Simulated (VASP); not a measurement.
# C (P6_3/mmc) in VASP: further runs

C is run at these levels: PBE+D3(BJ); tasks: relaxation of shape and atoms at fixed volume.

Everything below comes from runs of VASP 6.6.1. Logs are shortened: lines on timing, memory, paths and dates and some standing lists are left out, and cuts for length are marked.

## Step 1: The cell of the first run

The structure is hexagonal, space group P6_3/mmc (No. 194). The conventional cell has a = 2.490 Å, b = 2.490 Å, c = 6.998 Å, α = 90.00°, β = 90.00°, γ = 120.00°. Within 1.9 Å of C (site symmetry -6m2) lie 3 C at 1.44 Å. Within 1.9 Å of C (site symmetry -6m2) lie 3 C at 1.44 Å.

## Step 2: Relaxation of shape and atoms at fixed volume, PBE+D3(BJ) (9.40 Å³/atom)

INCAR reads:

```
PREC     = Accurate       # precision mode
ENCUT    = 600            # plane-wave cutoff, eV
EDIFF    = 1E-7           # SCF threshold, eV
ISMEAR   = 0              # smearing method
SIGMA    = 0.1            # smearing width, eV
LREAL    = F              # projectors in reciprocal space
LASPH    = T              # aspherical terms in the spheres
NELM     = 60             # most SCF steps
ALGO     = Normal         # electronic algorithm
ISIF     = 4              # what is computed and relaxed
LWAVE    = F              # write WAVECAR
LCHARG   = F              # write CHGCAR
GGA      = PE             # functional
IVDW     = 12             # dispersion correction
IBRION   = 2              # ionic algorithm
NSW      = 50             # ionic steps
EDIFFG   = -0.01          # ionic threshold
```

KPOINTS reads:

```
regular mesh
0
Gamma
  18 18 6
```

POSCAR reads:

```
C
1.0
    2.4903584997      0.0000000000      0.0000000000
   -1.2451792498      2.1567137252      0.0000000000
    0.0000000000      0.0000000000      6.9978996591
C
4
Direct
    0.0000000000      0.0000000000      0.0025000000
    0.0000000000      0.0000000000      0.5025000000
    0.3333333333      0.6666666667      0.0025000000
    0.6666666667      0.3333333333      0.5025000000
```

Potentials or basis: VASP PAW PBE potentials, release 64 (C).

Started as:

```console
> cat potpaw_PBE.64/C/POTCAR > POTCAR
> mpirun -np 1 vasp_std > vasp.out
```

OUTCAR:

```text
PREC = Accurate
   ENCUT = 600
   EDIFF = 1E-7
   ISMEAR = 0
   LREAL = F
   LASPH = T
   NELM = 60
   ISIF = 4
   GGA = PE
   IVDW = 12
   IBRION = 2
   NSW = 50
   EDIFFG = -0.01
 IVDW          = 12

 ion  position               nearest neighbor table
   1  0.000  0.000  0.002-   3 1.44   3 1.44   3 1.44
   2  0.000  0.000  0.502-   4 1.44   4 1.44   4 1.44
   3  0.333  0.667  0.002-   1 1.44   1 1.44   1 1.44
   4  0.667  0.333  0.502-   2 1.44   2 1.44   2 1.44

  LATTYP: Found a hexagonal cell.
 ALAT       =     2.4903584997
 C/A-ratio  =     2.8099968980

  Lattice vectors:

 A1 = (   2.4903584997,   0.0000000000,   0.0000000000)
 A2 = (  -1.2451792498,   2.1567137252,   0.0000000000)
 A3 = (   0.0000000000,   0.0000000000,   6.9978996591)

Analysis of symmetry for initial positions (statically):
=====================================================================
 Subroutine PRICEL returns:
 Original cell was already a primitive cell.

 Routine SETGRP: Setting up the symmetry group for a
 hexagonal supercell.

 Subroutine GETGRP returns: Found 24 space group operations
 (whereof  6 operations were pure point group operations)
 out of a pool of 24 trial point group operations.

The static configuration has the point symmetry C_3v.
 The point group associated with its full space group is D_6h.

Analysis of symmetry for dynamics (positions and initial velocities):
=====================================================================
 Subroutine PRICEL returns:
 Original cell was already a primitive cell.

 Routine SETGRP: Setting up the symmetry group for a
 hexagonal supercell.

 Subroutine GETGRP returns: Found 24 space group operations
 (whereof  6 operations were pure point group operations)
 out of a pool of 24 trial point group operations.

The dynamic configuration has the point symmetry C_3v.
 The point group associated with its full space group is D_6h.

 Subroutine INISYM returns: Found 24 space group operations
 (whereof  6 operations are pure point group operations),
 and found     1 'primitive' translations

----------------------------------------------------------------------------------------

                                     Primitive cell

  volume of cell :      37.5857

  direct lattice vectors                    reciprocal lattice vectors
     2.490358500  0.000000000  0.000000000     0.401548612  0.231834199  0.000000000
    -1.245179250  2.156713725  0.000000000     0.000000000  0.463668399  0.000000000
     0.000000000  0.000000000  6.997899659     0.000000000  0.000000000  0.142900020

  length of vectors
     2.490358500  2.490358500  6.997899659     0.463668399  0.463668399  0.142900020

  position of ions in fractional coordinates (direct lattice)
     0.000000000  0.000000000  0.002500000
     0.000000000  0.000000000  0.502500000
     0.333333333  0.666666667  0.002500000
     0.666666667  0.333333333  0.502500000

  ion indices of the primitive-cell ions
   primitive index   ion index
                 1           1
                 2           2
                 3           3
                 4           4

----------------------------------------------------------------------------------------

 KPOINTS: regular mesh

Automatic generation of k-mesh.
 Grid dimensions read from file:
 generate k-points for:   18   18    6

 Generating k-lattice:

  Cartesian coordinates                     Fractional coordinates (reciprocal lattice)
     0.022308256  0.012879678  0.000000000     0.055555556 -0.000000000  0.000000000
     0.000000000  0.025759355  0.000000000     0.000000000  0.055555556  0.000000000
     0.000000000  0.000000000  0.023816670     0.000000000  0.000000000  0.166666667

  Length of vectors
     0.025759355  0.025759355  0.023816670

  Shift w.r.t. Gamma in fractional coordinates (k-lattice)
     0.000000000  0.000000000  0.000000000

 Subroutine IBZKPT returns following result:
 ===========================================

 Found    148 irreducible k-points:

 Following reciprocal coordinates:
            Coordinates               Weight
  0.000000  0.000000  0.000000      1.000000
  0.055556 -0.000000  0.000000      6.000000
  0.111111 -0.000000  0.000000      6.000000
  0.166667  0.000000  0.000000      6.000000
  0.222222  0.000000  0.000000      6.000000
  0.277778  0.000000  0.000000      6.000000
[... 16 lines left out ...]
  0.333333  0.111111  0.000000     12.000000
  0.388889  0.111111  0.000000     12.000000
 [... further k-points ...]
   k-points           NKPTS =    148   k-points in BZ     NKDIM =    148   number of bands    NBANDS=     12
   number of dos      NEDOS =    301   number of ions     NIONS =      4
   total plane-waves  NPLWV =  22400
   dimension x,y,z NGX =    20 NGY =   20 NGZ =   56
   dimension x,y,z NGXF=    40 NGYF=   40 NGZF=  112
   ions per type =               4
   NGX,Y,Z   is equivalent  to a cutoff of  13.35, 13.35, 13.30 a.u.
   NGXF,Y,Z  is equivalent  to a cutoff of  26.70, 26.70, 26.61 a.u.
 SYSTEM =  unknown system
   PREC   = accura    normal or accurate (medium, high low for compatibility)
   ISTART =      0    job   : 0-new  1-cont  2-samecut
   ICHARG =      2    charge: 1-file 2-atom 10-const
   ISPIN  =      1    spin polarized calculation?
   LNONCOLLINEAR =      F non collinear calculations
   LSORBIT =      F    spin-orbit coupling
   LASPH  =      T    aspherical Exc in radial PAW
   ENCUT  =  600.0 eV  44.10 Ry    6.64 a.u.   4.97  4.97 13.98*2*pi/ulx,y,z
   NELM   =     60;   NELMIN=  2; NELMDL= -5     # of ELM steps
   EDIFF  = 0.1E-06   stopping-criterion for ELM
   LREAL  =      F    real-space projection
   EDIFFG = -.1E-01   stopping-criterion for IOM
   NSW    =     50    number of steps for IOM
   IBRION =      2    ionic relax: 0-MD 1-quasi-New 2-CG
   NFREE  =      1    steps in history (QN), initial steepest desc. (CG)
   ISIF   =      4    stress and relaxation
   ISYM   =      2    0-nonsym 1-usesym 2-fastsym
   POTIM  = 0.5000    time-step for ionic-motion
   TEBEG  =    0.0;   TEEND  =   0.0 temperature during run
   PSTRESS=    0.0 pullay stress
   NELECT =      16.0000    total number of electrons
   NUPDOWN=      -1.0000    fix difference up-down
   EMIN   =  10.00;   EMAX   =-10.00  energy-range for DOS
   EFERMI =   0.00;   METHOD = LEGACY
   ISMEAR =     0;   SIGMA  =   0.10  broadening in eV -4-tet -1-fermi 0-gaus
   EFERMI_NEDOS =   21; number of points for ismear=-14 and -15
   IALGO  =     38    algorithm
   IMIX   =      4    mixing-type and parameters
     AMIX     =   0.40;   BMIX     =  1.00
     AMIX_MAG =   1.60;   BMIX_MAG =  1.00
  volume/ion in A,a.u.               =       9.40        63.41
  Fermi-wavevector in a.u.,A,eV,Ry     =   1.231518  2.327232 20.635097  1.516637
  Thomas-Fermi vector in A             =   2.366324
   LORBIT       =      0    0 simple, 1 ext, 2 COOP (PROOUT), +10 PAW based schemes
   GGA     = PE    functional components
   LHFCALC =     F    Hartree Fock is set to
   AEXX    =    0.0000 exact exchange contribution
   IVDW    =    12    specifies the selected vdW correction
   LEPSILON=     F    determine dielectric tensor
   LRPA    =     F    only Hartree local field effects (RPA)
 conjugate gradient relaxation of ions
 non-spin polarized calculation
 Gauss-broadening in eV      SIGMA  =   0.10
  energy-cutoff  :      600.00
  volume of cell :       37.59
 maximum number of plane-waves:      1281
 NGX is ok and might be reduce to    20
   NGX =  9   NGY =  9   NGZ = 27

--------------------------------------- Ionic step        1  -------------------------------------------

 number of electron      16.0000000 magnetization

 Free energy of the ion-electron system (eV)
  ---------------------------------------------------
  ext. energy  EPLUGINS =         0.00000000
  ---------------------------------------------------
  free energy    TOTEN  =       -36.85732205 eV

  energy without entropy =      -36.85651310  energy(sigma->0) =      -36.85691757

------------------------ aborting loop because EDIFF is reached ----------------------------------------

 Edisp (eV)   -0.59125

 E8    (eV) :    -0.1666

  FORCE on cell =-STRESS in cart. coord.  units (eV):
  Direction    XX          YY          ZZ          XY          YZ          ZX
  --------------------------------------------------------------------------------------
  -------------------------------------------------------------------------------------
  Total      -2.81308    -2.81308    -0.28575    -0.00000    -0.00000    -0.00000
  in kB    -119.91420  -119.91420   -12.18085    -0.00000    -0.00000    -0.00000
  external pressure =      -84.00 kB  Pullay stress =        0.00 kB
[... 65 lines left out ...]
  energy  without entropy=      -37.4694121294  energy(sigma->0) =      -37.46981794

--------------------------------------- Ionic step        3  -------------------------------------------

 number of electron      16.0000000 magnetization

 Free energy of the ion-electron system (eV)
  ---------------------------------------------------
  ext. energy  EPLUGINS =         0.00000000
  ---------------------------------------------------
  free energy    TOTEN  =       -36.88884037 eV

  energy without entropy =      -36.88802915  energy(sigma->0) =      -36.88843476

 E-fermi :   4.1447     XC(G=0):  -9.9047

 val. band max:        4.1422781494   @ k =   0.3333   0.3333   0.5000
 cond. band min:       4.1491640834   @ k =   0.3333   0.3333   0.3333
 fundamental gap:      0.0068859340
 Fermi energy:         4.1446907784

 k-point     1 :       0.0000    0.0000    0.0000
  band No.  band energies     occupation
      1     -15.4238      2.00000
      2     -15.2369      2.00000
      3      -4.1127      2.00000
      4      -2.6727      2.00000
      5       1.1163      2.00000
      6       1.1163      2.00000
      7       1.1259      2.00000
      8       1.1259      2.00000
      9       8.0147      0.00000
     10      12.4361      0.00000
     11      12.4370      0.00000
     12      12.4667      0.00000
[... 331 lines left out ...]
 k-point    24 :       0.3889    0.1111    0.0000
  band No.  band energies     occupation
      1     -10.7205      2.00000
      2     -10.5948      2.00000
      3      -8.0772      2.00000
      4      -7.9806      2.00000
      5      -3.0885      2.00000
      6      -3.0446      2.00000
      7       1.2134      2.00000
      8       2.0364      2.00000
      9       6.0326      0.00000
     10       6.6236      0.00000
     11      12.6240      0.00000
     12      12.9058      0.00000

 [... further k-points ...]

------------------------ aborting loop because EDIFF is reached ----------------------------------------

 Edisp (eV)   -0.58195

 E8    (eV) :    -0.1636

  FORCE on cell =-STRESS in cart. coord.  units (eV):
  Direction    XX          YY          ZZ          XY          YZ          ZX
  --------------------------------------------------------------------------------------
  -------------------------------------------------------------------------------------
  Total      -0.37057    -0.37057    -0.37163    -0.00000    -0.00000     0.00000
  in kB     -15.79641   -15.79641   -15.84156    -0.00000    -0.00000     0.00000
  external pressure =      -15.81 kB  Pullay stress =        0.00 kB
[... 19 lines left out ...]
  FREE ENERGIE OF THE ION-ELECTRON SYSTEM (eV)
  ---------------------------------------------------
  free  energy   TOTEN  =       -37.4707869328 eV

  energy  without entropy=      -37.4699757127  energy(sigma->0) =      -37.47038132

 reached required accuracy - stopping structural energy minimisation
```

Wall time 57 s (1 thread of Intel Xeon 6975P-C (Granite Rapids), shared host); peak memory 0.21 GiB.

What came out:

```
Free energy                : -37.4708 eV
Energy gained by relaxing  : 5.6 meV/atom
Ionic steps                : 3
Pressure after relaxing    : -1.6 GPa
Band gap on the k mesh     : zero (bands 8 and 9 overlap by 0.01 eV)
Dispersion energy per atom : -0.145 eV
```

Step by step:
```
step  energy change (eV)  largest force (eV/Å)  pressure (GPa)  volume (Å³)
   1              0.0000                0.0000           -8.40        37.59
   2             -0.0217                0.0000           -0.46        37.59
   3             -0.0222                0.0000           -1.58        37.59
```

Final structure:
```
C
1.0
     2.46872    0.00000    0.00000
    -1.23436    2.13798    0.00000
     0.00000    0.00000    7.12110
C
4
Direct
  0.00000 0.00000 0.00250
  0.00000 0.00000 0.50250
  0.33333 0.66667 0.00250
  0.66667 0.33333 0.50250
```

(Continued in part 2 of 2.)
